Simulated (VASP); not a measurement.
Crystal: SiGe3.

```
Si Ge
1.0
     3.90718    0.00000    0.00000
     0.00000    3.96991    0.00000
     0.00000    0.00000    5.59395
Si Ge
1 3
Cartesian
  0.0000 0.0000 0.0056
  0.0000 1.9850 1.3610
  1.9536 1.9850 2.8028
  1.9536 0.0000 4.2216
```

This cell differs from its parent crystal: uniaxial x strain -1.6%.

Base run:

```yaml
Program: VASP 6.6.1
Functional: r2SCAN
Potentials_or_basis: VASP PAW PBE potentials, release 64 (Si, Ge_d)
Cutoff: 520 eV
k_mesh: 6 × 6 × 6
Occupations: gaussian, width 0.01 eV
Spin: no spin polarisation
```

Its results: band gap on the k mesh 0.42 eV (least direct gap 0.74 eV); pressure 1.3 GPa; largest force 0.012 eV/Å.

Task: The run is repeated on the same cell with these changes: functional from r2SCAN to PBE; occupations from gaussian, width 0.01 eV to fermi-dirac, width 0.02 eV. What comes out?

Result: Band gap on the k mesh 0.16 eV (least direct gap 0.53 eV); pressure 3.9 GPa; largest force 0.084 eV/Å.

Caveats: the PAW data sets were made with another functional, which shifts forces and pressure a little (at least some runs); the cell stands under pressure (at least some runs).

A k mesh can miss the band edges.
